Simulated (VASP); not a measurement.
# CaB6 (Pm-3m) in VASP: single point with r2SCAN

Aim: the single point of CaB6 with r2SCAN.

Program: VASP 6.6.1. These are calculated values, not measurements. Logs are shortened: lines on timing, memory, paths and dates and some standing lists are left out, and cuts for length are marked.

## 1. The cell of the first run

The structure is cubic, space group Pm-3m (No. 221). The conventional cell has a = 4.121 Å, b = 4.121 Å, c = 4.121 Å, α = 90.00°, β = 90.00°, γ = 90.00°. Within 4.2 Å of Ca (site symmetry m-3m) lie 24 B at 3.04 Å and 6 Ca at 4.12 Å. B (site symmetry 4mm) has 5 B at 1.71 Å within 2.3 Å.

## 2. Single point, r2SCAN

Contents of POSCAR:

```
CaB6
1.0
    4.1207840000      0.0000000000      0.0000000000
    0.0000000000      4.1207840000      0.0000000000
    0.0000000000      0.0000000000      4.1207840000
Ca B
1 6
Direct
    0.5000000000      0.5000000000      0.5000000000
    0.0000000000      0.0000000000      0.2930000000
    0.0000000000      0.0000000000      0.7070000000
    0.2930000000      0.0000000000      0.0000000000
    0.7070000000      0.0000000000      0.0000000000
    0.0000000000      0.2930000000      0.0000000000
    0.0000000000      0.7070000000      0.0000000000
```

Contents of INCAR.step1:

```
  PREC = Accurate
  ENCUT = 520
  ISMEAR = -1
  SIGMA = 0.1
  LREAL = False
  LASPH = True
  NELM = 80
  NBANDS = 23
  GGA = PE
  ALGO = Normal
  EDIFF = 1E-4
  LWAVE = True
  LCHARG = False
```

Contents of INCAR.step2:

```
  PREC = Accurate
  ENCUT = 520
  EDIFF = 1E-6
  ISMEAR = -1
  SIGMA = 0.1
  LREAL = False
  LASPH = True
  NELM = 80
  ALGO = Normal
  ISIF = 2
  LWAVE = False
  LCHARG = False
  METAGGA = R2SCAN
  LMIXTAU = True
  NBANDS = 23
  ISTART = 1
```

Contents of KPOINTS:

```
Automatic mesh
0
Gamma
  6 6 6
```

Potentials or basis: VASP PAW PBE potentials, release 64 (Ca_sv, B).

Command:

```
$ cat potpaw_PBE.64/Ca_sv/POTCAR potpaw_PBE.64/B/POTCAR > POTCAR
$ cp INCAR.step1 INCAR
$ mpirun -np 1 vasp_std > vasp.out
$ cp INCAR.step2 INCAR
$ mpirun -np 1 vasp_std > vasp.out
```

OUTCAR:

```text
PREC = Accurate
   ENCUT = 520
   EDIFF = 1E-6
   ISMEAR = -1
   LREAL = False
   LASPH = True
   NELM = 80
   ISIF = 2
   METAGGA = R2SCAN
   ISTART = 1

 ion  position               nearest neighbor table
   1  0.500  0.500  0.500-
   2  0.000  0.000  0.293-   3 1.71   4 1.71   5 1.71   6 1.71   7 1.71
   3  0.000  0.000  0.707-   2 1.71   4 1.71   5 1.71   6 1.71   7 1.71
   4  0.293  0.000  0.000-   5 1.71   3 1.71   2 1.71   6 1.71   7 1.71
   5  0.707  0.000  0.000-   4 1.71   3 1.71   2 1.71   6 1.71   7 1.71
   6  0.000  0.293  0.000-   7 1.71   3 1.71   4 1.71   5 1.71   2 1.71
   7  0.000  0.707  0.000-   6 1.71   3 1.71   4 1.71   5 1.71   2 1.71

  LATTYP: Found a simple cubic cell.
 ALAT       =     4.1207840000

  Lattice vectors:

 A1 = (   4.1207840000,   0.0000000000,   0.0000000000)
 A2 = (   0.0000000000,   4.1207840000,   0.0000000000)
 A3 = (   0.0000000000,   0.0000000000,   4.1207840000)

Analysis of symmetry for initial positions (statically):
=====================================================================
 Subroutine PRICEL returns:
 Original cell was already a primitive cell.

 Routine SETGRP: Setting up the symmetry group for a
 simple cubic supercell.

 Subroutine GETGRP returns: Found 48 space group operations
 (whereof 48 operations were pure point group operations)
 out of a pool of 48 trial point group operations.

The static configuration has the point symmetry O_h .

Analysis of symmetry for dynamics (positions and initial velocities):
=====================================================================
 Subroutine PRICEL returns:
 Original cell was already a primitive cell.

 Routine SETGRP: Setting up the symmetry group for a
 simple cubic supercell.

 Subroutine GETGRP returns: Found 48 space group operations
 (whereof 48 operations were pure point group operations)
 out of a pool of 48 trial point group operations.

The dynamic configuration has the point symmetry O_h .

 Subroutine INISYM returns: Found 48 space group operations
 (whereof 48 operations are pure point group operations),
 and found     1 'primitive' translations

----------------------------------------------------------------------------------------

                                     Primitive cell

  volume of cell :      69.9745

  direct lattice vectors                    reciprocal lattice vectors
     4.120784000  0.000000000  0.000000000     0.242672268  0.000000000  0.000000000
     0.000000000  4.120784000  0.000000000     0.000000000  0.242672268  0.000000000
     0.000000000  0.000000000  4.120784000     0.000000000  0.000000000  0.242672268

  length of vectors
     4.120784000  4.120784000  4.120784000     0.242672268  0.242672268  0.242672268

  position of ions in fractional coordinates (direct lattice)
     0.500000000  0.500000000  0.500000000
     0.000000000  0.000000000  0.293000000
     0.000000000  0.000000000  0.707000000
     0.293000000  0.000000000  0.000000000
     0.707000000  0.000000000  0.000000000
     0.000000000  0.293000000  0.000000000
     0.000000000  0.707000000  0.000000000

  ion indices of the primitive-cell ions
   primitive index   ion index
                 1           1
                 2           2
                 3           3
                 4           4
                 5           5
                 6           6
                 7           7

----------------------------------------------------------------------------------------

 KPOINTS: Automatic mesh

Automatic generation of k-mesh.
 Grid dimensions read from file:
 generate k-points for:    6    6    6

 Generating k-lattice:

  Cartesian coordinates                     Fractional coordinates (reciprocal lattice)
     0.040445378  0.000000000  0.000000000     0.166666667  0.000000000  0.000000000
     0.000000000  0.040445378  0.000000000     0.000000000  0.166666667  0.000000000
     0.000000000  0.000000000  0.040445378     0.000000000  0.000000000  0.166666667

  Length of vectors
     0.040445378  0.040445378  0.040445378

  Shift w.r.t. Gamma in fractional coordinates (k-lattice)
     0.000000000  0.000000000  0.000000000

 Subroutine IBZKPT returns following result:
 ===========================================

 Found     20 irreducible k-points:

 Following reciprocal coordinates:
            Coordinates               Weight
  0.000000  0.000000  0.000000      1.000000
  0.166667  0.000000  0.000000      6.000000
  0.333333  0.000000  0.000000      6.000000
  0.500000  0.000000  0.000000      3.000000
  0.166667  0.166667  0.000000     12.000000
  0.333333  0.166667  0.000000     24.000000
[... 12 lines left out ...]
  0.500000  0.500000  0.333333      6.000000
  0.500000  0.500000  0.500000      1.000000
   k-points           NKPTS =     20   k-points in BZ     NKDIM =     20   number of bands    NBANDS=     23
   number of dos      NEDOS =    301   number of ions     NIONS =      7
   total plane-waves  NPLWV =  32768
   dimension x,y,z NGX =    32 NGY =   32 NGZ =   32
   dimension x,y,z NGXF=    64 NGYF=   64 NGZF=   64
   ions per type =               1   6
   NGX,Y,Z   is equivalent  to a cutoff of  12.91, 12.91, 12.91 a.u.
   NGXF,Y,Z  is equivalent  to a cutoff of  25.82, 25.82, 25.82 a.u.
 SYSTEM =  unknown system
   PREC   = accura    normal or accurate (medium, high low for compatibility)
   ISTART =      1    job   : 0-new  1-cont  2-samecut
   ICHARG =      0    charge: 1-file 2-atom 10-const
   ISPIN  =      1    spin polarized calculation?
   LNONCOLLINEAR =      F non collinear calculations
   LSORBIT =      F    spin-orbit coupling
   LASPH  =      T    aspherical Exc in radial PAW
   ENCUT  =  520.0 eV  38.22 Ry    6.18 a.u.   7.66  7.66  7.66*2*pi/ulx,y,z
   NELM   =     80;   NELMIN=  2; NELMDL=  0     # of ELM steps
   EDIFF  = 0.1E-05   stopping-criterion for ELM
   LREAL  =      F    real-space projection
   EDIFFG = 0.1E-04   stopping-criterion for IOM
   NSW    =      0    number of steps for IOM
   IBRION =     -1    ionic relax: 0-MD 1-quasi-New 2-CG
   NFREE  =      0    steps in history (QN), initial steepest desc. (CG)
   ISIF   =      2    stress and relaxation
   ISYM   =      2    0-nonsym 1-usesym 2-fastsym
   POTIM  = 0.5000    time-step for ionic-motion
   TEBEG  =    0.0;   TEEND  =   0.0 temperature during run
   PSTRESS=    0.0 pullay stress
   NELECT =      28.0000    total number of electrons
   NUPDOWN=      -1.0000    fix difference up-down
   EMIN   =  10.00;   EMAX   =-10.00  energy-range for DOS
   EFERMI =   0.00;   METHOD = LEGACY
   ISMEAR =    -1;   SIGMA  =   0.10  broadening in eV -4-tet -1-fermi 0-gaus
   EFERMI_NEDOS =   21; number of points for ismear=-14 and -15
   IALGO  =     38    algorithm
   IMIX   =      4    mixing-type and parameters
     AMIX     =   0.40;   BMIX     =  1.00
     AMIX_MAG =   1.60;   BMIX_MAG =  1.00
  volume/ion in A,a.u.               =      10.00        67.46
  Fermi-wavevector in a.u.,A,eV,Ry     =   1.206371  2.279711 19.800990  1.455332
  Thomas-Fermi vector in A             =   2.342040
   LORBIT       =      0    0 simple, 1 ext, 2 COOP (PROOUT), +10 PAW based schemes
   METAGGA = R2SCAN    functional components
   LHFCALC =     F    Hartree Fock is set to
   AEXX    =    0.0000 exact exchange contribution
   IVDW    =     0    specifies the selected vdW correction
   LEPSILON=     F    determine dielectric tensor
   LRPA    =     F    only Hartree local field effects (RPA)
 non-spin polarized calculation
  energy-cutoff  :      520.00
  volume of cell :       69.97
 maximum number of plane-waves:      1924
 NGX is ok and might be reduce to    32
   NGX = 15   NGY = 15   NGZ = 15

 number of electron      28.0000005 magnetization

 Free energy of the ion-electron system (eV)
  ---------------------------------------------------
  ext. energy  EPLUGINS =         0.00000000
  ---------------------------------------------------
  free energy    TOTEN  =       -54.32166727 eV

  energy without entropy =      -54.31719900  energy(sigma->0) =      -54.31943314

 E-fermi :   4.7831     XC(G=0): -11.2790

 val. band max:        4.6035593146   @ k =   0.5000   0.0000   0.0000
 cond. band min:       4.8830714613   @ k =   0.5000   0.0000   0.0000
 fundamental gap:      0.2795121466
 Fermi energy:         4.7831101234

 k-point     1 :       0.0000    0.0000    0.0000
  band No.  band energies     occupation
      1     -38.1782      2.00000
      2     -18.2838      2.00000
      3     -18.2838      2.00000
      4     -18.2838      2.00000
      5     -11.0422      2.00000
      6      -2.6636      2.00000
[... 15 lines left out ...]
     22       9.9088      0.00000
     23      11.5625      0.00000

 k-point     2 :       0.1667    0.0000    0.0000
  band No.  band energies     occupation
      1     -38.1776      2.00000
      2     -18.2998      2.00000
      3     -18.2820      2.00000
      4     -18.2820      2.00000
      5     -10.9562      2.00000
      6      -3.8574      2.00000
[... 15 lines left out ...]
     22      10.0148      0.00000
     23      10.6334      0.00000

 k-point     3 :       0.3333    0.0000    0.0000
  band No.  band energies     occupation
      1     -38.1764      2.00000
      2     -18.3314      2.00000
      3     -18.2783      2.00000
      4     -18.2783      2.00000
      5     -10.7680      2.00000
      6      -4.9586      2.00000
[... 15 lines left out ...]
     22      11.0565      0.00000
     23      11.2876      0.00000
[... 391 lines left out ...]
 k-point    19 :       0.5000    0.5000    0.3333
  band No.  band energies     occupation
      1     -38.1716      2.00000
      2     -18.3239      2.00000
      3     -18.3239      2.00000
      4     -18.3083      2.00000
      5     -10.2586      2.00000
      6      -4.4750      2.00000
[... 15 lines left out ...]
     22      11.7819      0.00000
     23      11.7819      0.00000

 k-point    20 :       0.5000    0.5000    0.5000
  band No.  band energies     occupation
      1     -38.1710      2.00000
      2     -18.3211      2.00000
      3     -18.3211      2.00000
      4     -18.3211      2.00000
      5     -10.1871      2.00000
      6      -4.3951      2.00000
[... 15 lines left out ...]
     22      13.7548      0.00000
     23      13.7548      0.00000

------------------------ aborting loop because EDIFF is reached ----------------------------------------

  FORCE on cell =-STRESS in cart. coord.  units (eV):
  Direction    XX          YY          ZZ          XY          YZ          ZX
  --------------------------------------------------------------------------------------
  -------------------------------------------------------------------------------------
  Total        1.8204967      1.8204967      1.8204967      0.0000000      0.0000000     -0.0000000
  in kB       41.6831887     41.6831887     41.6831887      0.0000000      0.0000000     -0.0000000
  external PRESSURE =      41.6831887 kB  Pullay stress =       0.0000000 kB

 VOLUME and BASIS-vectors are now :
 -----------------------------------------------------------------------------
  energy-cutoff  :      520.00
  volume of cell :       69.97
      direct lattice vectors                 reciprocal lattice vectors
     4.120784000  0.000000000  0.000000000     0.242672268  0.000000000  0.000000000
     0.000000000  4.120784000  0.000000000     0.000000000  0.242672268  0.000000000
     0.000000000  0.000000000  4.120784000     0.000000000  0.000000000  0.242672268

 POSITION                                       TOTAL-FORCE (eV/Angst)
 -----------------------------------------------------------------------------------
      2.06039      2.06039      2.06039         0.000000      0.000000     -0.000000
      0.00000      0.00000      1.20739         0.000000      0.000000      1.521316
      0.00000      0.00000      2.91339         0.000000     -0.000000     -1.521316
      1.20739      0.00000      0.00000         1.521316      0.000000     -0.000000
      2.91339      0.00000      0.00000        -1.521316     -0.000000      0.000000
      0.00000      1.20739      0.00000         0.000000      1.521316     -0.000000
      0.00000      2.91339      0.00000         0.000000     -1.521316      0.000000
 -----------------------------------------------------------------------------------
    total drift:                                0.000000      0.000000     -0.000000

  FREE ENERGIE OF THE ION-ELECTRON SYSTEM (eV)
  ---------------------------------------------------
  free  energy   TOTEN  =       -54.3216672747 eV

  energy  without entropy=      -54.3171990034  energy(sigma->0) =      -54.31943314
```

Run time: 44 s. Hardware: 1 thread of Intel Xeon 6975P-C (Granite Rapids), shared host; peak memory 0.19 GiB.

What came out:

```yaml
Free_energy: -54.3217 eV
Pressure: 4.2 GPa
Largest_force: 1.521 eV/Å
Band_gap_on_the_k_mesh: 0.28 eV
```

Forces in eV/Å, atoms in the order of the input:
```
Ca   0.000  0.000  0.000
B    0.000  0.000  1.521
B    0.000  0.000 -1.521
B    1.521  0.000  0.000
B   -1.521  0.000  0.000
B    0.000  1.521  0.000
B    0.000 -1.521  0.000
```

Levels at points of the mesh, in eV from the valence-band top:
```tsv
k point	band 12	band 13	band 14	band 15	band 16	band 17
(0.00, 0.00, 0.00)	-0.37	-0.37	-0.37	3.41	3.41	3.41
(0.50, 0.00, 0.00)	-2.46	-1.60	0.00	0.28	3.71	3.71
(0.50, 0.50, 0.00)	-2.77	-1.30	-1.30	3.59	3.59	4.56
(0.50, 0.50, 0.50)	-0.95	-0.95	-0.95	5.07	5.28	5.28
```

Caveat: the cell stands under pressure; the PAW data sets were made with another functional, which shifts forces and pressure a little. A k mesh can miss the band edges.
